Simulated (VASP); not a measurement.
A run of VASP 6.6.1 is set up as follows.

The input INCAR:

```
SYSTEM = CuAs
PREC = Accurate ; ENCUT = 520
EDIFF = 1E-6 ; ISMEAR = 0
SIGMA = 0.15 ; LREAL = .FALSE.
LASPH = .TRUE. ; NELM = 60
ALGO = Normal ; ISIF = 2
LWAVE = .FALSE. ; LCHARG = .FALSE.
GGA = CA ; NBANDS = 24
```

File KPOINTS:

```
regular mesh
0
G
  12 12 8
  0 0 0
```

POSCAR

```
CuAs
1.0
    3.8679000000      0.0000000000      0.0000000000
   -1.9339500000      3.3496996593      0.0000000000
    0.0000000000      0.0000000000      4.9876000000
Cu As
2 2
Direct
    0.0000000000      0.0000000000      0.5000000000
    0.0000000000      0.0000000000      0.0000000000
    0.6666666667      0.3333333333      0.7500000000
    0.3333333333      0.6666666667      0.2500000000
```

Potentials or basis: VASP PAW LDA potentials, release 64 (Cu, As).

Launch:

```console
$ cat potpaw_LDA.64/Cu/POTCAR potpaw_LDA.64/As/POTCAR > POTCAR
$ mpirun -np 1 vasp_std > vasp.out
```

(1) Predict the pressure.

(2) Estimate the band gap on the k mesh.

## Answers

(1) -7.4 GPa.

(2) zero (band 16 reaches 7.53 eV, above the bottom of band 17 at 5.51 eV).
